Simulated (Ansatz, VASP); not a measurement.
**FeGe16: VASP beside Ansatz**

```
CELL_PARAMETERS angstrom
0.00000 5.65754 5.65754
5.65754 0.00000 5.65754
5.65754 5.65754 0.00000
ATOMIC_POSITIONS crystal
Fe 0.25000 0.25000 0.25000
Ge 0.00000 0.00000 0.00000
Ge 0.99761 0.99761 0.50239
Ge 0.99761 0.50239 0.99761
Ge 0.99761 0.50239 0.50239
Ge 0.50239 0.99761 0.99761
Ge 0.50239 0.99761 0.50239
Ge 0.50239 0.50239 0.99761
Ge 0.50000 0.50000 0.50000
Ge 0.12422 0.12422 0.12422
Ge 0.12422 0.12422 0.62734
Ge 0.12422 0.62734 0.12422
Ge 0.12777 0.62408 0.62408
Ge 0.62734 0.12422 0.12422
Ge 0.62408 0.12777 0.62408
Ge 0.62408 0.62408 0.12777
Ge 0.62408 0.62408 0.62408
```

Alike in both runs: task single point; functional PBEsol; k mesh 3 × 3 × 3; occupations gaussian, width 0.05 eV; collinear spin; Hubbard terms Fe d U = 6.0 eV.

```csv
,VASP,Ansatz
version,VASP 6.6.1,Ansatz 0.2.0
potentials or method,"VASP PAW PBE potentials, release 64 (Fe, Ge_d), cutoff 600 eV","scalar-relativistic, plane waves, PAW"
valence electrons in the cell,232,240
```

|  | VASP | Ansatz | Ansatz less VASP |
| --- | --- | --- | --- |
| gap on the k mesh at the Fermi level (eV) | none | none | - |
| pressure (GPa) | 2.7 | 2.2 | -0.50 |
| rms of the force components (eV/Å) | 0.020 | 0.017 | -0.0036 |
| net moment per atom (μB) | 0.16 | 0.12 | -0.036 |
| size of the moment on the site where the two differ most (μB) | 2.77 | 2.15 | -0.629 |

VASP's potentials were made for PBE, not for PBEsol. Site moments also hang on the region over which each program counts them. The programs project onto different local orbitals, so the same U acts differently, and such runs can settle in different states. Atom by atom the forces differ by 0.029 eV/Å (rms over components). A gap of «none» marks a metal or a gap that the smearing closes. VASP's potentials hold 232 valence electrons a cell and Ansatz's 240, so a difference there can come from the potentials and not from the codes. Ansatz's warnings: filled band counts differ across k points.
